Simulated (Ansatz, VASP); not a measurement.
**Two plane-wave programs on Cd**

INCAR

```
SYSTEM = Cd
PREC = Accurate
ENCUT = 520
EDIFF = 1E-8
ISMEAR = -1
SIGMA = 0.05
LREAL = .FALSE.
LASPH = .TRUE.
NELM = 60
ALGO = Normal
ISIF = 2
LWAVE = .FALSE.
LCHARG = .FALSE.
GGA = PS
LEFG = .TRUE.
NBANDS = 19
```

File KPOINTS:

```
Automatic mesh
0
G
  16 16 7
  0 0 0
```

The input POSCAR:

```
Cd
1.0
    2.9788725081      0.0000000000      0.0000000000
   -1.4894362540      2.5797792666      0.0000000000
    0.0000000000      0.0000000000      5.5052970000
Cd
2
Direct
    0.3333333333      0.6666666667      0.2500000000
    0.6666666667      0.3333333333      0.7500000000
```

Input for Ansatz:

```yaml
crystal:
  lattice:
    - [2.9788725081, 0.0, 0.0]
    - [-1.489436254, 2.5797792666, 0.0]
    - [0.0, 0.0, 5.505297]
  atoms:
    - { symbol: Cd, position: [0.3333333333, 0.6666666667, 0.25] }
    - { symbol: Cd, position: [0.6666666667, 0.3333333333, 0.75] }
kpoints:
  mp_grid: { grid: [16, 16, 7] }
scf:
  occupations: { method: fermi_dirac, width: 0.05 }
hamiltonian:
  xc: pbesol
  pseudopotentials: { kind: paw }
output:
  forces: true
  stress: true
  eigenvalues: true
  efg: { contact_densities: true }
```

Change from the starting cell: zz strain of -2 %, PAW files.

Alike in both runs: task electric field gradients; functional PBEsol; k mesh 16 × 16 × 7; occupations fermi-dirac, width 0.05 eV; no spin polarisation.

|  | VASP | Ansatz |
| --- | --- | --- |
| version | VASP 6.6.1 | Ansatz 0.2.0 |
| potentials or method | VASP PAW PBE potentials, release 64 (Cd) | PAW with Ansatz's default frozen-core files, scalar-relativistic |
| plane-wave cutoff (eV) | 520 | 420 |
| valence electrons in the cell | 24 | 40 |

```csv
,VASP,Ansatz,Ansatz less VASP
pressure (GPa),-0.4,-0.7,-0.36
"traceless stress, the component that is largest in VASP (GPa)",-0.02,0.11,+0.139
size of Vzz on the site where it differs most (V/Å²),70.4,64.1,-6.26
```

VASP's potentials were made for PBE, not for PBEsol. VASP's potentials hold 24 valence electrons a cell and Ansatz's 40, so a difference there can come from the potentials and not from the codes.
